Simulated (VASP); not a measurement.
AlP (m.bgw): single point with PBE

The system is AlP (m.bgw).

```xyz
2
Lattice="0.0000 2.7539 2.7539 2.7539 0.0000 2.7539 2.7539 2.7539 0.0000" Properties=species:S:1:pos:R:3 pbc="T T T"
Al    0.0000    0.0000    0.0000
P     1.3769    1.3769    1.3769
```

* Program: VASP 6.6.1
* Task: single point
* Functional: PBE
* Potentials or basis: VASP PAW PBE potentials, release 64 (Al, P)
* Cutoff: 500 eV
* k mesh: 4 × 4 × 4
* Occupations: gaussian, width 0.01 eV
* Spin: no spin polarisation
* Dipole correction: no
* Further INCAR settings: ALGO = Normal; EDIFF = 1e-06; NBANDS = 11

| Property | Result |
| --- | --- |
| Pressure | 0.3 GPa |
| Band gap on the k mesh | 1.61 eV, indirect (least direct gap 3.08 eV) |

Levels at points of the mesh, in eV from the valence-band top:
```tsv
k point	band 1	band 2	band 3	band 4	band 5	band 6	band 7	band 8	band 9
(0.00, 0.00, 0.00)	-11.36	0.00	0.00	0.00	3.08	4.50	4.50	4.50	8.78
(0.50, 0.00, 0.00)	-9.74	-5.43	-0.75	-0.75	2.70	4.79	4.79	8.19	11.43
(0.50, 0.50, 0.00)	-9.10	-5.24	-2.06	-2.06	1.61	2.45	10.83	10.83	11.78
```

Wall time 11 s on 1 thread of Intel Xeon 8259CL, on a shared host, peak memory 0.15 GiB.

Caveat: the k points lie up to 0.49 Å⁻¹ apart. A k mesh can miss the band edges.
